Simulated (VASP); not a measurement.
# KZnF3 (P4/mmm) in VASP: notebook

Runs on KZnF3. Level: r2SCAN. Tasks: single point.

Program: VASP 6.6.1. These are calculated values, not measurements. Logs are shortened: lines on timing, memory, paths and dates and some standing lists are left out, and cuts for length are marked.

### 1 The cell of the first run

Symmetry: P4/mmm, No. 123, tetragonal system. The conventional cell has a = 3.711 Å, b = 3.711 Å, c = 4.824 Å, α = 90.00°, β = 90.00°, γ = 90.00°. Within 3.8 Å of K (site symmetry 4/mmm) lie 12 F at 2.62 to 3.04 Å and 8 Zn at 3.56 Å and 4 K at 3.71 Å. Within 2.5 Å of Zn (site symmetry 4/mmm) lie 6 F at 1.86 to 2.41 Å. Within 3.2 Å of F (site symmetry 4/mmm) lie 2 Zn at 2.41 Å and 4 K at 2.62 Å and 8 F at 3.04 Å. F (site symmetry mmm) has 2 Zn at 1.86 Å within 2.5 Å.

### 2 Single point, r2SCAN

File POSCAR:

```
KZnF3
1.0
    3.7108543247      0.0000000000      0.0000000000
    0.0000000000      3.7108543247      0.0000000000
    0.0000000000      0.0000000000      4.8241106220
K Zn F
1 1 3
Direct
    0.0000000000      0.0000000000      0.0000000000
    0.5000000000      0.5000000000      0.5000000000
    0.5000000000      0.5000000000      0.0000000000
    0.0000000000      0.5000000000      0.5000000000
    0.5000000000      0.0000000000      0.5000000000
```

File INCAR.step1:

```
PREC = Accurate
ENCUT = 520
ISMEAR = 0
SIGMA = 0.05
LREAL = False
LASPH = True
NELM = 80
NBANDS = 29
GGA = PE
ALGO = Normal
EDIFF = 1E-4
LWAVE = True
LCHARG = False
```

File INCAR.step2:

```
PREC = Accurate
ENCUT = 520
EDIFF = 1E-6
ISMEAR = 0
SIGMA = 0.05
LREAL = False
LASPH = True
NELM = 80
ALGO = Normal
ISIF = 2
LWAVE = False
LCHARG = False
METAGGA = R2SCAN
LMIXTAU = True
NBANDS = 29
ISTART = 1
```

File KPOINTS:

```
regular mesh
0
Gamma
  6 6 6
```

Potentials or basis: VASP PAW PBE potentials, release 64 (K_sv, Zn, F).

Started as:

```bash
$ cat potpaw_PBE.64/K_sv/POTCAR potpaw_PBE.64/Zn/POTCAR potpaw_PBE.64/F/POTCAR > POTCAR
$ cp INCAR.step1 INCAR
$ mpirun -np 1 vasp_std > vasp.out
$ cp INCAR.step2 INCAR
$ mpirun -np 1 vasp_std > vasp.out
```

OUTCAR:

```text
PREC = Accurate
   ENCUT = 520
   EDIFF = 1E-6
   ISMEAR = 0
   LREAL = False
   LASPH = True
   NELM = 80
   ISIF = 2
   METAGGA = R2SCAN
   ISTART = 1

 ion  position               nearest neighbor table
   1  0.000  0.000  0.000-   3 2.62   3 2.62   3 2.62   3 2.62
   2  0.500  0.500  0.500-   4 1.86   5 1.86   5 1.86   4 1.86   3 2.41   3 2.41
   3  0.500  0.500  0.000-   2 2.41   2 2.41   1 2.62   1 2.62   1 2.62   1 2.62
   4  0.000  0.500  0.500-   2 1.86   2 1.86
   5  0.500  0.000  0.500-   2 1.86   2 1.86

  LATTYP: Found a simple tetragonal cell.
 ALAT       =     3.7108543247
 C/A-ratio  =     1.3000000000

  Lattice vectors:

 A1 = (   3.7108543247,   0.0000000000,   0.0000000000)
 A2 = (   0.0000000000,   3.7108543247,   0.0000000000)
 A3 = (   0.0000000000,   0.0000000000,   4.8241106220)

Analysis of symmetry for initial positions (statically):
=====================================================================
 Subroutine PRICEL returns:
 Original cell was already a primitive cell.

 Routine SETGRP: Setting up the symmetry group for a
 simple tetragonal supercell.

 Subroutine GETGRP returns: Found 16 space group operations
 (whereof 16 operations were pure point group operations)
 out of a pool of 16 trial point group operations.

The static configuration has the point symmetry D_4h.

Analysis of symmetry for dynamics (positions and initial velocities):
=====================================================================
 Subroutine PRICEL returns:
 Original cell was already a primitive cell.

 Routine SETGRP: Setting up the symmetry group for a
 simple tetragonal supercell.

 Subroutine GETGRP returns: Found 16 space group operations
 (whereof 16 operations were pure point group operations)
 out of a pool of 16 trial point group operations.

The dynamic configuration has the point symmetry D_4h.

 Subroutine INISYM returns: Found 16 space group operations
 (whereof 16 operations are pure point group operations),
 and found     1 'primitive' translations

----------------------------------------------------------------------------------------

                                     Primitive cell

  volume of cell :      66.4301

  direct lattice vectors                    reciprocal lattice vectors
     3.710854325  0.000000000  0.000000000     0.269479724  0.000000000  0.000000000
     0.000000000  3.710854325  0.000000000     0.000000000  0.269479724  0.000000000
     0.000000000  0.000000000  4.824110622     0.000000000  0.000000000  0.207292096

  length of vectors
     3.710854325  3.710854325  4.824110622     0.269479724  0.269479724  0.207292096

  position of ions in fractional coordinates (direct lattice)
     0.000000000  0.000000000  0.000000000
     0.500000000  0.500000000  0.500000000
     0.500000000  0.500000000  0.000000000
     0.000000000  0.500000000  0.500000000
     0.500000000  0.000000000  0.500000000

  ion indices of the primitive-cell ions
   primitive index   ion index
                 1           1
                 2           2
                 3           3
                 4           4
                 5           5

----------------------------------------------------------------------------------------

 KPOINTS: regular mesh

Automatic generation of k-mesh.
 Grid dimensions read from file:
 generate k-points for:    6    6    6

 Generating k-lattice:

  Cartesian coordinates                     Fractional coordinates (reciprocal lattice)
     0.044913287  0.000000000  0.000000000     0.166666667  0.000000000  0.000000000
     0.000000000  0.044913287  0.000000000     0.000000000  0.166666667  0.000000000
     0.000000000  0.000000000  0.034548683     0.000000000  0.000000000  0.166666667

  Length of vectors
     0.044913287  0.044913287  0.034548683

  Shift w.r.t. Gamma in fractional coordinates (k-lattice)
     0.000000000  0.000000000  0.000000000

 Subroutine IBZKPT returns following result:
 ===========================================

 Found     40 irreducible k-points:

 Following reciprocal coordinates:
            Coordinates               Weight
  0.000000  0.000000  0.000000      1.000000
  0.166667  0.000000  0.000000      4.000000
  0.333333  0.000000  0.000000      4.000000
  0.500000  0.000000  0.000000      2.000000
  0.166667  0.166667  0.000000      4.000000
  0.333333  0.166667  0.000000      8.000000
[... 16 lines left out ...]
  0.333333  0.000000  0.333333      8.000000
  0.500000  0.000000  0.333333      4.000000
 [... further k-points ...]
   k-points           NKPTS =     40   k-points in BZ     NKDIM =     40   number of bands    NBANDS=     29
   number of dos      NEDOS =    301   number of ions     NIONS =      5
   total plane-waves  NPLWV =  28224
   dimension x,y,z NGX =    28 NGY =   28 NGZ =   36
   dimension x,y,z NGXF=    56 NGYF=   56 NGZF=   72
   ions per type =               1   1   3
   NGX,Y,Z   is equivalent  to a cutoff of  12.54, 12.54, 12.41 a.u.
   NGXF,Y,Z  is equivalent  to a cutoff of  25.09, 25.09, 24.81 a.u.
 SYSTEM =  unknown system
   PREC   = accura    normal or accurate (medium, high low for compatibility)
   ISTART =      1    job   : 0-new  1-cont  2-samecut
   ICHARG =      0    charge: 1-file 2-atom 10-const
   ISPIN  =      1    spin polarized calculation?
   LNONCOLLINEAR =      F non collinear calculations
   LSORBIT =      F    spin-orbit coupling
   LASPH  =      T    aspherical Exc in radial PAW
   ENCUT  =  520.0 eV  38.22 Ry    6.18 a.u.   6.90  6.90  8.97*2*pi/ulx,y,z
   NELM   =     80;   NELMIN=  2; NELMDL=  0     # of ELM steps
   EDIFF  = 0.1E-05   stopping-criterion for ELM
   LREAL  =      F    real-space projection
   EDIFFG = 0.1E-04   stopping-criterion for IOM
   NSW    =      0    number of steps for IOM
   IBRION =     -1    ionic relax: 0-MD 1-quasi-New 2-CG
   NFREE  =      0    steps in history (QN), initial steepest desc. (CG)
   ISIF   =      2    stress and relaxation
   ISYM   =      2    0-nonsym 1-usesym 2-fastsym
   POTIM  = 0.5000    time-step for ionic-motion
   TEBEG  =    0.0;   TEEND  =   0.0 temperature during run
   PSTRESS=    0.0 pullay stress
   NELECT =      42.0000    total number of electrons
   NUPDOWN=      -1.0000    fix difference up-down
   EMIN   =  10.00;   EMAX   =-10.00  energy-range for DOS
   EFERMI =   0.00;   METHOD = LEGACY
   ISMEAR =     0;   SIGMA  =   0.05  broadening in eV -4-tet -1-fermi 0-gaus
   EFERMI_NEDOS =   21; number of points for ismear=-14 and -15
   IALGO  =     38    algorithm
   IMIX   =      4    mixing-type and parameters
     AMIX     =   0.40;   BMIX     =  1.00
     AMIX_MAG =   1.60;   BMIX_MAG =  1.00
  volume/ion in A,a.u.               =      13.29        89.66
  Fermi-wavevector in a.u.,A,eV,Ry     =   1.405086  2.655228 26.861528  1.974267
  Thomas-Fermi vector in A             =   2.527583
   LORBIT       =      0    0 simple, 1 ext, 2 COOP (PROOUT), +10 PAW based schemes
   METAGGA = R2SCAN    functional components
   LHFCALC =     F    Hartree Fock is set to
   AEXX    =    0.0000 exact exchange contribution
   IVDW    =     0    specifies the selected vdW correction
   LEPSILON=     F    determine dielectric tensor
   LRPA    =     F    only Hartree local field effects (RPA)
 non-spin polarized calculation
 Gauss-broadening in eV      SIGMA  =   0.05
  energy-cutoff  :      520.00
  volume of cell :       66.43
 maximum number of plane-waves:      1818
 NGX is ok and might be reduce to    28

 number of electron      41.9999996 magnetization

 Free energy of the ion-electron system (eV)
  ---------------------------------------------------
  ext. energy  EPLUGINS =         0.00000000
  ---------------------------------------------------
  free energy    TOTEN  =       -37.53894712 eV

  energy without entropy =      -37.53894712  energy(sigma->0) =      -37.53894712

 E-fermi :   0.0861     XC(G=0): -10.4330

 val. band max:       -0.1668763688   @ k =   0.5000   0.5000   0.5000
 cond. band min:       3.6070785819   @ k =   0.0000   0.0000   0.0000
 fundamental gap:      3.7739549507
 Fermi energy:         0.0861041159

 k-point     1 :       0.0000    0.0000    0.0000
  band No.  band energies     occupation
      1     -29.3236      2.00000
      2     -24.9304      2.00000
      3     -24.1623      2.00000
      4     -22.5643      2.00000
      5     -12.1858      2.00000
      6     -11.9368      2.00000
[... 21 lines left out ...]
     28      10.9829      0.00000
     29      11.6952      0.00000

 k-point     2 :       0.1667    0.0000    0.0000
  band No.  band energies     occupation
      1     -29.3111      2.00000
      2     -24.8643      2.00000
      3     -24.1932      2.00000
      4     -22.5813      2.00000
      5     -12.1659      2.00000
      6     -11.9566      2.00000
[... 21 lines left out ...]
     28      11.5887      0.00000
     29      11.7965      0.00000

 k-point     3 :       0.3333    0.0000    0.0000
  band No.  band energies     occupation
      1     -29.2860      2.00000
      2     -24.6992      2.00000
      3     -24.2888      2.00000
      4     -22.6164      2.00000
      5     -12.1257      2.00000
      6     -11.9947      2.00000
[... 21 lines left out ...]
     28      11.9767      0.00000
     29      12.3558      0.00000

 k-point     4 :       0.5000    0.0000    0.0000
  band No.  band energies     occupation
      1     -29.2734      2.00000
      2     -24.5582      2.00000
      3     -24.3946      2.00000
      4     -22.6339      2.00000
      5     -12.1052      2.00000
      6     -12.0128      2.00000
[... 597 lines left out ...]
     28      11.4939      0.00000
     29      11.8483      0.00000

 k-point    23 :       0.3333    0.0000    0.3333
  band No.  band energies     occupation
      1     -29.2828      2.00000
      2     -24.6994      2.00000
      3     -24.2893      2.00000
      4     -22.6200      2.00000
      5     -12.1061      2.00000
      6     -12.0088      2.00000
[... 21 lines left out ...]
     28      11.6828      0.00000
     29      12.0432      0.00000

 k-point    24 :       0.5000    0.0000    0.3333
  band No.  band energies     occupation
      1     -29.2708      2.00000
      2     -24.5508      2.00000
      3     -24.4007      2.00000
      4     -22.6373      2.00000
      5     -12.0982      2.00000
      6     -12.0350      2.00000
[... 21 lines left out ...]
     28      11.5131      0.00000
     29      12.1322      0.00000

 [... further k-points ...]
[... 5 lines left out ...]
  --------------------------------------------------------------------------------------
  -------------------------------------------------------------------------------------
  Total        6.7484793      6.7484793     -2.7793951      0.0000000      0.0000000      0.0000000
  in kB      162.7614050    162.7614050    -67.0341039      0.0000000      0.0000000      0.0000000
  external PRESSURE =      86.1629021 kB  Pullay stress =       0.0000000 kB

 VOLUME and BASIS-vectors are now :
 -----------------------------------------------------------------------------
  energy-cutoff  :      520.00
  volume of cell :       66.43
      direct lattice vectors                 reciprocal lattice vectors
     3.710854325  0.000000000  0.000000000     0.269479724  0.000000000  0.000000000
     0.000000000  3.710854325  0.000000000     0.000000000  0.269479724  0.000000000
     0.000000000  0.000000000  4.824110622     0.000000000  0.000000000  0.207292096

 POSITION                                       TOTAL-FORCE (eV/Angst)
 -----------------------------------------------------------------------------------
      0.00000      0.00000      0.00000         0.000000      0.000000      0.000000
      1.85543      1.85543      2.41206         0.000000      0.000000      0.000000
      1.85543      1.85543      0.00000         0.000000      0.000000      0.000000
      0.00000      1.85543      2.41206         0.000000      0.000000      0.000000
      1.85543      0.00000      2.41206         0.000000      0.000000      0.000000
 -----------------------------------------------------------------------------------
    total drift:                                0.000000      0.000000      0.000000

  FREE ENERGIE OF THE ION-ELECTRON SYSTEM (eV)
  ---------------------------------------------------
  free  energy   TOTEN  =       -37.5389471171 eV

  energy  without entropy=      -37.5389471171  energy(sigma->0) =      -37.53894712
```

Wall time 2.2 min (1 thread of Intel Xeon Platinum 8488C (Sapphire Rapids), shared host); peak memory 0.22 GiB.

What came out:

| Quantity | Value |
| --- | --- |
| Free energy | -37.5389 eV |
| Pressure | 8.6 GPa |
| Band gap on the k mesh | 3.77 eV (least direct gap 6.24 eV) |

Caveat: the stress differs along the axes, from -7 to 16 GPa; the PAW data sets were made with another functional, which shifts forces and pressure a little. A k mesh can miss the band edges.

### 3 Single point, r2SCAN

This run uses another cell than the first one, of the same volume but with other edges.

POSCAR: that of step 2 with these lines changed.

```diff
@@ -2,5 +2,5 @@
 1.0
-    3.7108543247      0.0000000000      0.0000000000
-    0.0000000000      3.7108543247      0.0000000000
-    0.0000000000      0.0000000000      4.8241106220
+    4.1641440769      0.0000000000      0.0000000000
+    0.0000000000      4.1641440769      0.0000000000
+    0.0000000000      0.0000000000      3.8310125508
 K Zn F
```

File INCAR.step1:

```
SYSTEM = KZnF3
PREC = Accurate
ENCUT = 520
ISMEAR = 0
SIGMA = 0.05
LREAL = .False.
LASPH = .True.
NELM = 100
NBANDS = 29
GGA = PE
ALGO = Normal
EDIFF = 1E-4
LWAVE = .True.
LCHARG = .False.
```

File INCAR.step2:

```
SYSTEM = KZnF3
PREC = Accurate
ENCUT = 520
EDIFF = 1E-7
ISMEAR = 0
SIGMA = 0.05
LREAL = .False.
LASPH = .True.
NELM = 100
ALGO = Normal
ISIF = 2
LWAVE = .False.
LCHARG = .False.
METAGGA = R2SCAN
LMIXTAU = .True.
NBANDS = 29
ISTART = 1
```

File KPOINTS:

```
regular mesh
0
Gamma
  6 6 6
  0 0 0
```

Potentials or basis: VASP PAW PBE potentials, release 64 (K_sv, Zn, F).

Started as:

```bash
$ cat potpaw_PBE.64/K_sv/POTCAR potpaw_PBE.64/Zn/POTCAR potpaw_PBE.64/F/POTCAR > POTCAR
$ cp INCAR.step1 INCAR
$ mpirun -np 1 vasp_std > vasp.out
$ cp INCAR.step2 INCAR
$ mpirun -np 1 vasp_std > vasp.out
```

Run time: 2.2 min. Hardware: 1 thread of Intel Xeon Platinum 8488C (Sapphire Rapids), shared host; peak memory 0.22 GiB.

Results (log left out):

```yaml
Free_energy: -38.2556 eV
Pressure: 0.9 GPa
Band_gap_on_the_k_mesh: 4.36 eV (least direct gap 6.52 eV)
```

Stress tensor (GPa, compression positive):
```
-1.98  0.00  0.00
 0.00 -1.98  0.00
 0.00  0.00  6.80
```

Levels at points of the mesh, in eV from the valence-band top:
```csv
k point,band 18,band 19,band 20,band 21,band 22,band 23,band 24,band 25
"(0.00, 0.00, 0.00)",-2.26,-2.17,-2.16,-2.16,4.36,8.87,9.25,10.08
"(0.50, 0.00, 0.00)",-2.32,-2.03,-1.97,-1.77,6.95,8.64,9.84,11.24
"(0.50, 0.50, 0.00)",-2.06,-2.06,-1.86,-0.49,8.37,10.27,10.50,10.50
"(0.00, 0.00, 0.50)",-2.31,-2.06,-2.06,-1.70,7.52,9.03,10.44,11.54
"(0.50, 0.00, 0.50)",-2.15,-2.10,-1.90,-0.13,8.73,10.63,10.74,11.09
"(0.50, 0.50, 0.50)",-1.88,-1.83,-0.49,0.00,8.85,8.85,9.06,10.97
```

Caveat: the stress differs along the axes, from -2 to 7 GPa; the PAW data sets were made with another functional, which shifts forces and pressure a little. A k mesh can miss the band edges.

### 4 Single point, r2SCAN

This run uses another cell than the first one, of the same volume but with other edges.

POSCAR: that of step 3 with these lines changed.

```diff
@@ -2,5 +2,5 @@
 1.0
-    4.1641440769      0.0000000000      0.0000000000
-    0.0000000000      4.1641440769      0.0000000000
-    0.0000000000      0.0000000000      3.8310125508
+    3.9233536899      0.0000000000      0.0000000000
+    0.0000000000      3.9233536899      0.0000000000
+    0.0000000000      0.0000000000      4.3156890589
 K Zn F
```

INCAR.step1: that of step 3 with these lines changed.

```diff
@@ -7,3 +7,3 @@
 LASPH = .True.
-NELM = 100
+NELM = 60
 NBANDS = 29
```

INCAR.step2: that of step 3 with these lines changed.

```diff
@@ -3,3 +3,3 @@
 ENCUT = 520
-EDIFF = 1E-7
+EDIFF = 1E-6
 ISMEAR = 0
@@ -8,3 +8,3 @@
 LASPH = .True.
-NELM = 100
+NELM = 60
 ALGO = Normal
```

KPOINTS is that of step 3.

Started as:

```bash
$ cat potpaw_PBE.64/K_sv/POTCAR potpaw_PBE.64/Zn/POTCAR potpaw_PBE.64/F/POTCAR > POTCAR
$ cp INCAR.step1 INCAR
$ mpirun -np 1 vasp_std > vasp.out
$ cp INCAR.step2 INCAR
$ mpirun -np 1 vasp_std > vasp.out
```

It took 2.7 min on 1 thread of Intel Xeon Platinum 8488C (Sapphire Rapids), shared host; peak memory 0.22 GiB.

The run converged. Its results:

* Free energy: -38.2453 eV
* Pressure: 1.3 GPa
* Band gap on the k mesh: 4.29 eV (least direct gap 6.44 eV)

Stress tensor (GPa, compression positive):
```
 4.08  0.00  0.00
 0.00  4.08  0.00
 0.00  0.00 -4.14
```

Levels at points of the mesh, in eV from the valence-band top:
```csv
k point,band 17,band 18,band 19,band 20,band 21,band 22,band 23,band 24,band 25,band 26
"(0.00, 0.00, 0.00)",-2.56,-2.56,-2.25,-2.15,-2.15,4.29,8.80,9.20,10.01,11.32
"(0.50, 0.00, 0.00)",-2.44,-2.31,-2.16,-2.09,-1.76,7.28,8.82,10.18,11.01,11.74
"(0.50, 0.50, 0.00)",-2.32,-2.22,-2.22,-2.00,0.00,8.81,10.76,10.97,10.97,11.43
"(0.00, 0.00, 0.50)",-2.59,-2.59,-2.01,-2.01,-1.89,6.68,8.45,9.55,11.61,11.61
"(0.50, 0.00, 0.50)",-2.43,-2.16,-2.14,-1.95,-0.47,8.42,10.24,10.39,10.77,11.99
"(0.50, 0.50, 0.50)",-1.99,-1.90,-1.90,-0.61,0.00,8.70,8.91,8.91,10.91,12.13
```

Caveat: the stress differs along the axes, from -4 to 4 GPa; the PAW data sets were made with another functional, which shifts forces and pressure a little.

### 5 The runs side by side

```tsv
cell	gap on the mesh (eV)	pressure (GPa)
a = 3.711, b = 3.711, c = 4.824 Å, 5 atoms	3.77	8.6
a = 4.164, b = 4.164, c = 3.831 Å, 5 atoms	4.36	0.9
a = 3.923, b = 3.923, c = 4.316 Å, 5 atoms	4.29	1.3
```

Alike in all rows: task single point; level r2SCAN; potentials or basis VASP PAW PBE potentials, release 64 (K_sv, Zn, F); no spin polarisation; k mesh 6 × 6 × 6; cutoff (eV) 520; smearing gaussian 0.05 eV.

Caveats: the PAW data sets were made with another functional, which shifts forces and pressure a little; the stress differs along the axes, from -7 to 16 GPa (at least some runs); the stress differs along the axes, from -2 to 7 GPa (at least some runs); the stress differs along the axes, from -4 to 4 GPa (at least some runs).

Absolute energies hang on the potentials; compare differences alone.
